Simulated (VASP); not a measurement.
# Mg2BeS3 (Cmmm) in VASP: single point with PBE

Aim: the single point of Mg2BeS3 with PBE.

Everything below comes from runs of VASP 6.6.1. Logs are shortened: lines on timing, memory, paths and dates and some standing lists are left out, and cuts for length are marked.

## 1. The cell of the first run

It takes space group Cmmm (No. 65, orthorhombic). Conventional cell: a = 5.131 Å, b = 11.369 Å, c = 3.675 Å, α = 90.00°, β = 90.00°, γ = 90.00°. Within 3.7 Å of Mg (site symmetry m2m) lie 5 S at 2.47 to 2.57 Å and 5 Mg at 3.37 to 3.68 Å and 4 Be at 3.58 Å. Be (site symmetry mmm) has 6 S at 2.39 to 2.57 Å within 3.2 Å. Within 3.2 Å of S (site symmetry m2m) lie 2 Be at 2.39 Å and 3 Mg at 2.47 to 2.57 Å and 1 S at 3.05 Å. Within 3.3 Å of S (site symmetry mmm) lie 4 Mg at 2.49 Å and 2 Be at 2.57 Å.

The cell was built from a structure type or drawn by symmetry, and may not be a known phase.

## 2. Single point, PBE

Input file INCAR:

```
PREC     = Accurate       # precision mode
ENCUT    = 600            # plane-wave cutoff, eV
EDIFF    = 1E-6           # SCF threshold, eV
ISMEAR   = 0              # smearing method
SIGMA    = 0.15           # smearing width, eV
LREAL    = False          # projectors in reciprocal space
LASPH    = True           # aspherical terms in the spheres
NELM     = 120            # most SCF steps
ALGO     = Normal         # electronic algorithm
ISIF     = 2              # what is computed and relaxed
LWAVE    = False          # write WAVECAR
LCHARG   = False          # write CHGCAR
GGA      = PE             # functional
NBANDS   = 21             # bands
GGA_COMPAT= False
```

Input file KPOINTS:

```
regular mesh
0
Gamma
  3 3 3
```

Input file POSCAR:

```
Mg2BeS3
1.0
    2.5653619866     -5.6843383992      0.0000000000
    2.5653619866      5.6843383992      0.0000000000
    0.0000000000      0.0000000000      3.6751442766
Mg Be S
2 1 3
Direct
    0.6480680260      0.3519319740      0.5000000000
    0.3519319740      0.6480680260      0.5000000000
    0.0000000000      0.0000000000      0.0000000000
    0.1343556634      0.8656443366      0.5000000000
    0.8656443366      0.1343556634      0.5000000000
    0.5000000000      0.5000000000      0.0000000000
```

Potentials or basis: VASP PAW PBE potentials, release 64 (Mg, Be, S).

On the command line:

```sh
$ cat potpaw_PBE.64/Mg/POTCAR potpaw_PBE.64/Be/POTCAR potpaw_PBE.64/S/POTCAR > POTCAR
$ mpirun -np 1 vasp_std > vasp.out
```

OUTCAR:

```text
PREC = Accurate
   ENCUT = 600
   EDIFF = 1E-6
   ISMEAR = 0
   LREAL = False
   LASPH = True
   NELM = 120
   ISIF = 2
   GGA = PE

 ion  position               nearest neighbor table
   1  0.648  0.352  0.500-   5 2.47   6 2.49   6 2.49   4 2.57   4 2.57   2 3.37   2 3.46   2 3.46

   2  0.352  0.648  0.500-   4 2.47   6 2.49   6 2.49   5 2.57   5 2.57   1 3.37   1 3.46   1 3.46

   3  0.000  0.000  0.000-   4 2.39   5 2.39   4 2.39   5 2.39   6 2.57   6 2.57
   4  0.134  0.866  0.500-   3 2.39   3 2.39   2 2.47   1 2.57   1 2.57
   5  0.866  0.134  0.500-   3 2.39   3 2.39   1 2.47   2 2.57   2 2.57
   6  0.500  0.500  0.000-   1 2.49   2 2.49   1 2.49   2 2.49   3 2.57   3 2.57

  LATTYP: Found a base centered orthorhombic cell.
 ALAT       =     5.1307239732
 B/A-ratio  =     2.2158036288
 C/A-ratio  =     0.7163013048

  Lattice vectors:

 A1 = (   2.5653619866,  -5.6843383992,   0.0000000000)
 A2 = (   2.5653619866,   5.6843383992,   0.0000000000)
 A3 = (   0.0000000000,   0.0000000000,   3.6751442766)

Analysis of symmetry for initial positions (statically):
=====================================================================
 Subroutine PRICEL returns:
 Original cell was already a primitive cell.

 Routine SETGRP: Setting up the symmetry group for a
 base centered orthorhombic supercell.

 Subroutine GETGRP returns: Found  8 space group operations
 (whereof  8 operations were pure point group operations)
 out of a pool of  8 trial point group operations.

The static configuration has the point symmetry D_2h.

Analysis of symmetry for dynamics (positions and initial velocities):
=====================================================================
 Subroutine PRICEL returns:
 Original cell was already a primitive cell.

 Routine SETGRP: Setting up the symmetry group for a
 base centered orthorhombic supercell.

 Subroutine GETGRP returns: Found  8 space group operations
 (whereof  8 operations were pure point group operations)
 out of a pool of  8 trial point group operations.

The dynamic configuration has the point symmetry D_2h.

 Subroutine INISYM returns: Found  8 space group operations
 (whereof  8 operations are pure point group operations),
 and found     1 'primitive' translations

----------------------------------------------------------------------------------------

                                     Primitive cell

[... 83 lines left out ...]
   EDIFFG = 0.1E-04   stopping-criterion for IOM
   NSW    =      0    number of steps for IOM
   IBRION =     -1    ionic relax: 0-MD 1-quasi-New 2-CG
   NFREE  =      0    steps in history (QN), initial steepest desc. (CG)
   ISIF   =      2    stress and relaxation
   ISYM   =      2    0-nonsym 1-usesym 2-fastsym
   POTIM  = 0.5000    time-step for ionic-motion
   TEBEG  =    0.0;   TEEND  =   0.0 temperature during run
   PSTRESS=    0.0 pullay stress
   NELECT =      24.0000    total number of electrons
   NUPDOWN=      -1.0000    fix difference up-down
   EMIN   =  10.00;   EMAX   =-10.00  energy-range for DOS
   EFERMI =   0.00;   METHOD = LEGACY
   ISMEAR =     0;   SIGMA  =   0.15  broadening in eV -4-tet -1-fermi 0-gaus
   EFERMI_NEDOS =   21; number of points for ismear=-14 and -15
   IALGO  =     38    algorithm
   IMIX   =      4    mixing-type and parameters
     AMIX     =   0.40;   BMIX     =  1.00
     AMIX_MAG =   1.60;   BMIX_MAG =  1.00
  volume/ion in A,a.u.               =      17.86       120.55
  Fermi-wavevector in a.u.,A,eV,Ry     =   0.994110  1.878595 13.446010  0.988254
  Thomas-Fermi vector in A             =   2.126038
   LORBIT       =      0    0 simple, 1 ext, 2 COOP (PROOUT), +10 PAW based schemes
   GGA     = PE    functional components
   LHFCALC =     F    Hartree Fock is set to
   AEXX    =    0.0000 exact exchange contribution
   IVDW    =     0    specifies the selected vdW correction
   LEPSILON=     F    determine dielectric tensor
   LRPA    =     F    only Hartree local field effects (RPA)
 non-spin polarized calculation
 Gauss-broadening in eV      SIGMA  =   0.15
  energy-cutoff  :      600.00
  volume of cell :      107.18
 maximum number of plane-waves:      3595
 NGX is ok and might be reduce to    50
   NGX = 25   NGY = 25   NGZ = 15

 number of electron      24.0000001 magnetization

 Free energy of the ion-electron system (eV)
  ---------------------------------------------------
  ext. energy  EPLUGINS =         0.00000000
  ---------------------------------------------------
  free energy    TOTEN  =       -25.00421603 eV

  energy without entropy =      -25.00421603  energy(sigma->0) =      -25.00421603

 E-fermi :   4.1844     XC(G=0):  -9.3049

 val. band max:        3.5341823995   @ k =   0.0000   0.0000   0.0000
 cond. band min:       5.8805123286   @ k =   0.0000   0.0000   0.3333
 fundamental gap:      2.3463299291
 Fermi energy:         4.1844433683

 k-point     1 :       0.0000    0.0000    0.0000
  band No.  band energies     occupation
      1      -9.5219      2.00000
      2      -7.7721      2.00000
      3      -7.6209      2.00000
      4      -0.9539      2.00000
      5      -0.7489      2.00000
      6       0.0652      2.00000
[... 181 lines left out ...]
     20      11.3314      0.00000
     21      11.5434      0.00000

------------------------ aborting loop because EDIFF is reached ----------------------------------------

  FORCE on cell =-STRESS in cart. coord.  units (eV):
  Direction    XX          YY          ZZ          XY          YZ          ZX
  --------------------------------------------------------------------------------------
  -------------------------------------------------------------------------------------
  Total       -0.0712788     -0.1710485     -0.1023594      0.0000000      0.0000000      0.0000000
  in kB       -1.0654621     -2.5568009     -1.5300483      0.0000000      0.0000000      0.0000000
  external PRESSURE =      -1.7174371 kB  Pullay stress =       0.0000000 kB

 VOLUME and BASIS-vectors are now :
 -----------------------------------------------------------------------------
  energy-cutoff  :      600.00
  volume of cell :      107.18
      direct lattice vectors                 reciprocal lattice vectors
     2.565361987 -5.684338399  0.000000000     0.194904268 -0.087960984  0.000000000
     2.565361987  5.684338399  0.000000000     0.194904268  0.087960984  0.000000000
     0.000000000  0.000000000  3.675144277     0.000000000  0.000000000  0.272098161

 POSITION                                       TOTAL-FORCE (eV/Angst)
 -----------------------------------------------------------------------------------
      2.56536     -1.68334      1.83757         0.000000      0.003634      0.000000
      2.56536      1.68334      1.83757         0.000000     -0.003634      0.000000
      0.00000      0.00000      0.00000         0.000000     -0.000000      0.000000
      2.56536      4.15689      1.83757         0.000000     -0.000408     -0.000000
      2.56536     -4.15689      1.83757         0.000000      0.000408      0.000000
      2.56536      0.00000      0.00000         0.000000      0.000000      0.000000
 -----------------------------------------------------------------------------------
    total drift:                                0.000000      0.000000     -0.000000

  FREE ENERGIE OF THE ION-ELECTRON SYSTEM (eV)
  ---------------------------------------------------
  free  energy   TOTEN  =       -25.0042160306 eV

  energy  without entropy=      -25.0042160306  energy(sigma->0) =      -25.00421603
```

OSZICAR:

```text
N       E                     dE             d eps       ncg     rms          rms(c)
DAV:   1     0.101364590486E+03    0.10136E+03   -0.10748E+04   336   0.107E+03
DAV:   2    -0.170146710196E+02   -0.11838E+03   -0.11387E+03   445   0.170E+02
DAV:   3    -0.260813913918E+02   -0.90667E+01   -0.90245E+01   435   0.508E+01
DAV:   4    -0.262039357856E+02   -0.12254E+00   -0.12246E+00   472   0.719E+00
DAV:   5    -0.262056688537E+02   -0.17331E-02   -0.17329E-02   436   0.839E-01    0.820E+00
DAV:   6    -0.251234717844E+02    0.10822E+01   -0.19096E+00   401   0.538E+00    0.616E+00
DAV:   7    -0.250001905453E+02    0.12328E+00   -0.60447E-01   452   0.315E+00    0.360E+00
DAV:   8    -0.250047938312E+02   -0.46033E-02   -0.50030E-02   406   0.118E+00    0.998E-01
DAV:   9    -0.250035323610E+02    0.12615E-02   -0.38505E-03   412   0.358E-01    0.166E-01
DAV:  10    -0.250039126385E+02   -0.38028E-03   -0.41836E-04   414   0.104E-01    0.943E-02
DAV:  11    -0.250041919597E+02   -0.27932E-03   -0.24030E-04   394   0.822E-02    0.321E-02
DAV:  12    -0.250042135630E+02   -0.21603E-04   -0.25334E-05   440   0.247E-02    0.145E-02
DAV:  13    -0.250042162181E+02   -0.26551E-05   -0.46519E-06   409   0.111E-02    0.747E-03
DAV:  14    -0.250042160306E+02    0.18743E-06   -0.31139E-07   320   0.272E-03
   1 F= -.25004216E+02 E0= -.25004216E+02  d E =-.274836E-10
```

It took 21 s on 1 thread of Intel Xeon Platinum 8488C (Sapphire Rapids), shared host; peak memory 0.26 GiB.

What came out:

* Free energy: -25.0042 eV
* Pressure: -0.2 GPa
* Largest force: 0.004 eV/Å
* Band gap on the k mesh: 2.35 eV (least direct gap 2.65 eV)

Forces on the atoms (eV/Å):
```
Mg   0.000  0.004  0.000
Mg   0.000 -0.004  0.000
Be   0.000  0.000  0.000
S    0.000  0.000  0.000
S    0.000  0.000  0.000
S    0.000  0.000  0.000
```

Caveat: the k points lie up to 0.57 Å⁻¹ apart; an odd mesh through Γ misses points on the zone boundary, where band edges can lie.
